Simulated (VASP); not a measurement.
Here is a VASP 6.6.1 calculation.

File INCAR:

```
  PREC = Accurate
  ENCUT = 520
  EDIFF = 1E-7
  ISMEAR = -1
  SIGMA = 0.02
  LREAL = Auto
  LASPH = True
  NELM = 100
  ALGO = Normal
  ISIF = 2
  LWAVE = False
  LCHARG = False
  GGA = PE
  IVDW = 12
  NBANDS = 54
```

The input KPOINTS:

```
regular mesh
0
Gamma
  1 1 1
```

File POSCAR:

```
CO
1.0
    7.7417530000      0.0000000000      0.0000000000
    0.0000000000      7.7417530000      0.0000000000
    0.0000000000      0.0000000000      7.7417530000
O C
8 8
Direct
    0.4628279926      0.6943517831      0.0280814952
    0.9659569351      0.7448313063      0.7431004322
    0.3253914197      0.0266993793      0.1574191272
    0.1000031905      0.2150804863      0.7715436026
    0.7151222727     -0.0800593871      0.4591983237
    0.6484448677      0.0791939500      0.8641453686
    1.0611550123      0.5658666713      0.2208156215
    0.4453384137      0.6917425549      0.4533081849
    0.5862238178      0.6593080404     -0.0525979064
    1.0488193049      0.8626211660      0.7169952335
    0.2457712097      0.1501081215      0.1262375589
    0.1558949246      0.2416894468      0.6477215173
    0.7459421658      0.0142732531      0.3563275656
    0.5106078688      0.0575967743      0.8146475353
    1.0272092122      0.4534761055      0.1298026429
    0.5365063959      0.6322469859      0.5579485680
```

Potentials or basis: VASP PAW PBE potentials, release 64 (O, C).

The run is started by

```sh
$ cat potpaw_PBE.64/O/POTCAR potpaw_PBE.64/C/POTCAR > POTCAR
$ mpirun -np 1 vasp_gam > vasp.out
```

Task: Estimate the dispersion energy per atom.

Result: -0.045 eV.

Task: Predict the largest force.

Result: 10.474 eV/Å.

Task: What does it give for the pressure?

Result: 1.2 GPa.

Forces in eV/Å, atoms in the order of the input:
```
O    2.372 -0.783 -1.615
O   -0.646 -0.964  0.252
O   -1.126  1.617 -0.296
O   -4.237 -1.706  9.235
O   -0.784 -2.851  3.368
O   -0.269 -0.009 -0.110
O   -0.050 -0.430 -0.280
O    1.471 -1.186  1.889
C   -2.349  0.637  1.763
C    0.643  0.506 -0.258
C    1.261 -1.773  0.562
C    4.231  2.165 -9.333
C    1.043  3.187 -3.498
C    0.410  0.087 -0.010
C   -0.168  0.667  0.278
C   -1.803  0.834 -1.947
```

Caveat: the k points lie up to 0.81 Å⁻¹ apart.
